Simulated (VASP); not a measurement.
Set up this calculation in VASP 6.6.1, as the native input.

- Task: single point
- Functional: PBEsol
- Potentials or basis: VASP PAW PBE potentials, release 64 (Co, H)
- Cutoff: 520 eV
- k mesh: 15 × 15 × 15
- Occupations: fermi-dirac, width 0.15 eV
- Spin: collinear spin, antiferromagnetic start
- Starting moments: [2.0, -2.0, 0.0, 0.0] μB
- Dipole correction: no
- Further INCAR settings: ALGO = Normal; EDIFF = 1e-06; NBANDS = 22

The structure of CoH lies in POSCAR:

```
CoH
1.0
    0.0000000000      3.6859200000      3.6859200000
    1.8429600000      0.0000000000      1.8429600000
    1.8429600000      1.8429600000      0.0000000000
Co H
2 2
Direct
    0.0000000000      0.0000000000      0.0000000000
    0.5000000000      0.0000000000      0.0000000000
    0.2500000000      0.5000000000      0.5000000000
    0.7500000000      0.5000000000      0.5000000000
```

One way to write it, as run:

INCAR

```
PREC = Accurate ; ENCUT = 520
EDIFF = 1E-6 ; ISMEAR = -1
SIGMA = 0.15 ; LREAL = False
LASPH = True ; NELM = 150
ALGO = Normal ; ISIF = 2
LWAVE = False ; LCHARG = False
ISPIN = 2 ; MAGMOM = 2 -2 0 0
LORBIT = 11 ; LMAXMIX = 4
GGA = PS ; NBANDS = 22
```

KPOINTS

```
regular mesh
0
Gamma
  15 15 15
```

Potentials or basis: VASP PAW PBE potentials, release 64 (Co, H).

The run is started by

```console
$ cat potpaw_PBE.64/Co/POTCAR potpaw_PBE.64/H/POTCAR > POTCAR
$ mpirun -np 1 vasp_std > vasp.out
```

It gave:

```yaml
Pressure: -8.9 GPa
Band_gap_on_the_k_mesh: zero (filled and empty bands overlap)
Net_moment: 0.00 μB per cell
Site_moments: Co +0.50, -0.50; H +0.00 μB
Valence_electrons_inside_the_program's_atomic_spheres: Co 8.39; H 0.54
```

Caveat: the cell stands under tension; the antiferromagnetic order is the one typed at the start, and another may lie lower; the PAW data sets were made with another functional, which shifts forces and pressure a little.

It took 7.6 min on 1 thread of Intel(R) Xeon(R) Platinum 8259CL CPU @ 2.50GHz (Skylake/Cascade Lake), with other jobs on the host, peak memory 0.37 GiB.
